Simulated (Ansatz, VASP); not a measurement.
**One calculation of Al3Au, two programs**

Contents of INCAR:

```
SYSTEM = Al3Au
PREC = Accurate
ENCUT = 520
EDIFF = 1E-6
ISMEAR = -1
SIGMA = 0.05
LREAL = .FALSE.
LASPH = .TRUE.
NELM = 100
ALGO = Fast
ISIF = 2
LWAVE = .FALSE.
LCHARG = .TRUE.
GGA = PE
LELF = .TRUE.
LVHAR = .TRUE.
NBANDS = 18
```

KPOINTS

```
regular mesh
0
G
  8 8 8
  0 0 0
```

The input POSCAR:

```
Al3Au
1.0
   -2.0658396600      2.0658396600      4.0566000000
    2.0658396600     -2.0658396600      4.0566000000
    2.0658396600      2.0658396600     -4.0566000000
Au Al
1 3
Direct
    0.0000000000      0.0000000000      0.0000000000
    0.5000000000      0.5000000000      0.0000000000
    0.2500000000      0.7500000000      0.5000000000
    0.7500000000      0.2500000000      0.5000000000
```

input.yaml

```yaml
crystal:
  lattice:
    - [-2.06583966, 2.06583966, 4.0566]
    - [2.06583966, -2.06583966, 4.0566]
    - [2.06583966, 2.06583966, -4.0566]
  atoms:
    - { symbol: Au, position: [0.0, 0.0, 0.0] }
    - { symbol: Al, position: [0.5, 0.5, 0.0] }
    - { symbol: Al, position: [0.25, 0.75, 0.5] }
    - { symbol: Al, position: [0.75, 0.25, 0.5] }
hamiltonian:
  xc: pbe
  pseudopotentials: { kind: paw }
kpoints:
  mp_grid: { grid: [8, 8, 8] }
scf:
  occupations: { method: fermi_dirac, width: 0.05 }
output:
  forces: true
  stress: true
  eigenvalues: true
```

Alike in both runs: task single point; functional PBE; k mesh 8 × 8 × 8; occupations fermi-dirac, width 0.05 eV; no spin polarisation.

```csv
,VASP,Ansatz
version,VASP 6.6.1,Ansatz 0.2.0
potentials or method,"VASP PAW PBE potentials, release 64 (Au, Al)",Ansatz PAW
plane-wave cutoff (eV),520,420
valence electrons in the cell,20,28
```

Ansatz gave:

```
gap on the k mesh at the Fermi level (eV)                     : none
pressure (GPa)                                                : -3.1
traceless stress, the component that is largest in VASP (GPa) : 2.00
```

Problem. Which values does VASP return?

Solution. gap on the k mesh at the Fermi level (eV): none; pressure (GPa): -3.2; traceless stress, the component that is largest in VASP (GPa): 2.01.

A gap of «none» marks a metal or a gap that the smearing closes. With one functional, cell and mesh, what is left measures potentials, basis and numerics. VASP's potentials hold 20 valence electrons a cell and Ansatz's 28, so a difference there can come from the potentials and not from the codes.

Neither program's run includes spin-orbit coupling.
